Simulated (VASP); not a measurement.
Runs of VASP 6.6.1 on ZrPdSe3. The structure is that of space group Pm-3m (No. 221), or close to it. The cells are those of the table. The cell was built from a structure type or drawn by symmetry, and may not be a known phase.

```tsv
task	spin	cell	k mesh	gap on the mesh (eV)	pressure (GPa)	moment (μB)	relaxed volume (Å³/atom)
single point	off	a = 4.856 Å, 5 atoms	4 × 4 × 4	none	-0.1	-	-
single point	collinear	a = 4.856 Å, 5 atoms	4 × 4 × 4	none	0.1	0.55	-
single point	collinear	a = 4.716 Å, 5 atoms	4 × 4 × 4	none	(a)	(b)	-
single point	off	a = 4.716 Å, 5 atoms	4 × 4 × 4	none	9.0	-	-
single point	off	a = 4.858 Å, 5 atoms	8 × 8 × 8	none	0.1	-	-
relaxation of cell and atoms	off	relaxed from a = 4.716 Å, 5 atoms	4 × 4 × 4	-	-0.1	-	22.91
relaxation of cell and atoms	off	relaxed from a = 4.856 Å, 5 atoms	8 × 8 × 8	-	0.0	-	22.95
```

Alike in all rows: level PBE; potentials or basis VASP PAW PBE potentials, release 64 (Zr_sv, Pd, Se); cutoff (eV) 500; smearing gaussian 0.1 eV.

Problem. Estimate the missing entries.

Solution. (a) 9.2; (b) 0.52.

Caveats: the cell stands under pressure (at least some runs); the highest band is partly filled, so the run has too few bands (at least some runs).

A k mesh can miss the band edges, and the runs leave out spin-orbit coupling on Pd, Se, Zr.

A gap of «none» marks levels without a gap at the run's occupations.
